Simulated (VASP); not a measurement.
# AlAs: single point with RPBE

The system is AlAs.

```
Al As
1.0
     0.00000    2.83790    2.83790
     2.83790    0.00000    2.83790
     2.83790    2.83790    0.00000
Al As
1 1
Direct
  0.00000 0.00000 0.00000
  0.75000 0.75000 0.75000
```

- Program: VASP 6.6.1
- Task: single point
- Functional: RPBE
- Potentials or basis: VASP PAW PBE potentials, release 64 (Al, As)
- Cutoff: 500 eV
- k mesh: 4 × 4 × 4
- Occupations: gaussian, width 0.1 eV
- Spin: no spin polarisation

```
Pressure               : 3.9 GPa
Band gap on the k mesh : 1.51 eV, indirect (least direct gap 2.13 eV)
```

Levels at points of the mesh, in eV from the valence-band top:
```tsv
k point	band 1	band 2	band 3	band 4	band 5	band 6	band 7	band 8	band 9
(0.00, 0.00, 0.00)	-11.78	0.00	0.00	0.00	2.13	4.28	4.28	4.28	8.95
(0.50, 0.00, 0.00)	-10.38	-5.52	-0.82	-0.82	2.20	4.68	4.68	7.87	11.30
(0.50, 0.50, 0.00)	-9.83	-5.39	-2.16	-2.16	1.51	2.36	10.33	10.33	11.84
```

Run time: 6.3 s on 1 thread of Intel(R) Xeon(R) Platinum 8559C (Emerald Rapids), with other jobs on the host, peak memory 0.16 GiB.

Caveat: the k points lie up to 0.48 Å⁻¹ apart; the PAW data sets were made with another functional, which shifts forces and pressure a little. As with any semilocal functional, this RPBE gap is likely too small.
